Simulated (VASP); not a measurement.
# Na (C2/m) in VASP: notebook, part 2 of 2

VASP 6.6.1.

## Step 3: Single point, PBEsol (atom 1 (Na) moved by (+0.225, -0.225) A along y and z)

File INCAR:

```
SYSTEM = Na
PREC = Accurate ; ENCUT = 520
EDIFF = 1E-7 ; ISMEAR = 0
SIGMA = 0.15 ; LREAL = .False.
LASPH = .True. ; NELM = 80
ALGO = Fast ; ISIF = 2
LWAVE = .False. ; LCHARG = .True.
GGA = PS ; LELF = .True.
LVHAR = .True. ; NBANDS = 14
```

File KPOINTS:

```
Automatic mesh
0
Gamma
  12 12 8
  0 0 0
```

File POSCAR:

```
Na
1.0
    3.7670009976      0.0000000000      0.0000000000
   -1.8835004988      3.2623185600      0.0000000000
    0.0000000000      0.0000000000      6.1540000000
Na
2
Direct
    0.3678180098      0.7356360196      0.2134384140
    0.6666666667      0.3333333333      0.7500000000
```

Potentials or basis: VASP PAW PBE potentials, release 64 (Na_pv).

Command:

```console
> cat potpaw_PBE.64/Na_pv/POTCAR > POTCAR
> mpirun -np 1 vasp_std > vasp.out
```

OUTCAR:

```text
SYSTEM = Na
   PREC = Accurate
   ENCUT = 520
   EDIFF = 1E-7
   ISMEAR = 0
   LREAL = .False.
   LASPH = .True.
   NELM = 80
   ISIF = 2
   GGA = PS

 ion  position               nearest neighbor table
   1  0.368  0.736  0.213-
   2  0.667  0.333  0.750-

  LATTYP: Found a hexagonal cell.
 ALAT       =     3.7670009976
 C/A-ratio  =     1.6336603054

  Lattice vectors:

 A1 = (   3.7670009976,   0.0000000000,   0.0000000000)
 A2 = (  -1.8835004988,   3.2623185600,   0.0000000000)
 A3 = (   0.0000000000,   0.0000000000,   6.1540000000)

Analysis of symmetry for initial positions (statically):
=====================================================================
 Subroutine PRICEL returns:
 Original cell was already a primitive cell.

 Routine SETGRP: Setting up the symmetry group for a
 hexagonal supercell.

 Subroutine GETGRP returns: Found  4 space group operations
 (whereof  2 operations were pure point group operations)
 out of a pool of 24 trial point group operations.

The static configuration has the point symmetry C_1h.
 The point group associated with its full space group is C_2h.

[... 176 lines left out ...]
      6     -24.5519      2.00000
      7      -2.9925      2.00000
      8       0.8071      0.00000
      9       1.1924      0.00000
     10      10.0732      0.00000
     11      10.1541      0.00000
     12      10.3593      0.00000
     13      10.4279      0.00000
     14      10.7278      0.00000
[... 377 lines left out ...]
      1     -24.5818      2.00000
      2     -24.5786      2.00000
      3     -24.5703      2.00000
      4     -24.5655      2.00000
      5     -24.5576      2.00000
      6     -24.5560      2.00000
      7      -0.9035      2.00000
      8       2.3930      0.00000
      9       2.7157      0.00000
     10       3.4240      0.00000
     11       5.6719      0.00000
     12       6.0202      0.00000
     13       7.2110      0.00000
     14       9.3183      0.00000

 [... further k-points ...]

------------------------ aborting loop because EDIFF is reached ----------------------------------------

  FORCE on cell =-STRESS in cart. coord.  units (eV):
  Direction    XX          YY          ZZ          XY          YZ          ZX
  --------------------------------------------------------------------------------------
  -------------------------------------------------------------------------------------
  Total       -0.1703631     -0.0155369     -0.0803817      0.0000000     -0.0374866      0.0000000
  in kB       -3.6091623     -0.3291502     -1.7028963      0.0000000     -0.7941587      0.0000000
  external PRESSURE =      -1.8804029 kB  Pullay stress =       0.0000000 kB

 VOLUME and BASIS-vectors are now :
 -----------------------------------------------------------------------------
  energy-cutoff  :      520.00
  volume of cell :       75.63
      direct lattice vectors                 reciprocal lattice vectors
     3.767000998  0.000000000  0.000000000     0.265463163  0.153265229  0.000000000
    -1.883500499  3.262318560  0.000000000     0.000000000  0.306530457  0.000000000
     0.000000000  0.000000000  6.154000000     0.000000000  0.000000000  0.162495938

 POSITION                                       TOTAL-FORCE (eV/Angst)
 -----------------------------------------------------------------------------------
     -0.00000      2.39988      1.31350        -0.000000     -0.035676      0.155796
      1.88350      1.08744      4.61550         0.000000      0.035676     -0.155796
 -----------------------------------------------------------------------------------
    total drift:                               -0.000000      0.000024     -0.000004

  FREE ENERGIE OF THE ION-ELECTRON SYSTEM (eV)
  ---------------------------------------------------
  free  energy   TOTEN  =        -2.7842529961 eV

  energy  without entropy=       -2.7744742238  energy(sigma->0) =       -2.77936361
```

stdout:

```text
POSCAR found type information on POSCAR Na
 POSCAR found :  1 types and       2 ions
 scaLAPACK will be used
 -----------------------------------------------------------------------------
|                                                                             |
|                                                                             |
|     You enforced a specific xc type in the INCAR file but a different       |
|     I HOPE YOU KNOW WHAT YOU ARE DOING!                                     |
|                                                                             |
 -----------------------------------------------------------------------------

 LDA part: xc-table for (Slater+PW92), standard interpolation
 POSCAR, INCAR and KPOINTS ok, starting setup
 FFT: planning ... GRIDC
 FFT: planning ... GRID_SOFT
 FFT: planning ... GRID
 WAVECAR not read
 entering main loop
```

Run time: 5.1 min. Hardware: 1 thread of Intel Xeon Platinum 8488C (Sapphire Rapids), shared host; peak memory 0.36 GiB.

Results:

```
Free energy            : -2.7843 eV
Pressure               : -0.2 GPa
Largest force          : 0.160 eV/Å
Band gap on the k mesh : zero (bands 7 and 8 overlap by 4.09 eV)
```

Forces in eV/Å, atoms in the order of the input:
```
Na   0.000 -0.036  0.156
Na   0.000  0.036 -0.156
```

Levels at points of the mesh, in eV from the Fermi level:
```csv
k point,band 5,band 6,band 7,band 8,band 9,band 10
"(0.00, 0.00, 0.00)",-24.80,-24.80,-3.24,0.56,0.95,9.83
"(0.50, 0.00, 0.00)",-24.80,-24.80,0.23,0.37,3.84,3.85
"(0.00, 0.50, 0.00)",-24.81,-24.80,0.26,0.33,3.83,3.85
"(0.00, 0.00, 0.50)",-24.80,-24.80,-2.35,-2.07,5.44,5.47
"(0.50, 0.00, 0.50)",-24.80,-24.80,0.96,1.08,1.52,1.59
"(0.00, 0.50, 0.50)",-24.80,-24.80,0.97,1.03,1.57,1.59
```

Caveat: the cell differs from its parent crystal (atom 1 (Na) moved by (+0.225, -0.225) A along y and z); the PAW data sets were made with another functional, which shifts forces and pressure a little.
